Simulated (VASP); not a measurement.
Write the native input for VASP 6.6.1 that does the following.

```yaml
Task: single point
Functional: PBE
Potentials_or_basis: VASP PAW PBE potentials, release 64 (Re)
Cutoff: 520 eV
k_mesh: 8 × 8 × 5
Occupations: fermi-dirac, width 0.05 eV
Spin: non-collinear spin, zero start, spin-orbit coupling
Starting_moments: "[[0.0, 0.0, 0.0], [0.0, 0.0, 0.0]] μB"
Dipole_correction: no
Further_INCAR_settings: ALGO = Normal; EDIFF = 1e-06; NBANDS = 26
```

The structure of Re lies in POSCAR:

```
Re
1.0
    2.7608000000      0.0000000000      0.0000000000
   -1.3804000000      2.3909229348      0.0000000000
    0.0000000000      0.0000000000      4.4582000000
Re
2
Direct
    0.6666666667      0.3333333333      0.7500000000
    0.3333333333      0.6666666667      0.2500000000
```

These files were run (other wordings do the same):

INCAR

```
SYSTEM = Re
  PREC = Accurate
  ENCUT = 520
  EDIFF = 1E-6
  ISMEAR = -1
  SIGMA = 0.05
  LREAL = .False.
  LASPH = .True.
  NELM = 150
  ALGO = Normal
  ISIF = 2
  LWAVE = .False.
  LCHARG = .True.
  LNONCOLLINEAR = .True.
  MAGMOM = 0 0 0 0 0 0
  LORBIT = 11
  LSORBIT = .True.
  GGA_COMPAT = .False.
  LORBMOM = .True.
  LMAXMIX = 4
  GGA = PE
  LVHAR = .True.
  NBANDS = 26
```

KPOINTS

```
Automatic mesh
0
Gamma
  8 8 5
  0 0 0
```

Potentials or basis: VASP PAW PBE potentials, release 64 (Re).

Run with:

```sh
$ cat potpaw_PBE.64/Re/POTCAR > POTCAR
$ mpirun -np 1 vasp_ncl > vasp.out
```

Results of the run:

- Pressure: 6.3 GPa
- Net moment: 0.00 μB per cell
- Valence electrons inside the program's atomic spheres: Re 6.14

Caveat: the cell stands under pressure.

Run time: 100 s on 1 thread of Intel Xeon 8259CL, with other jobs on the host, peak memory 0.22 GiB.
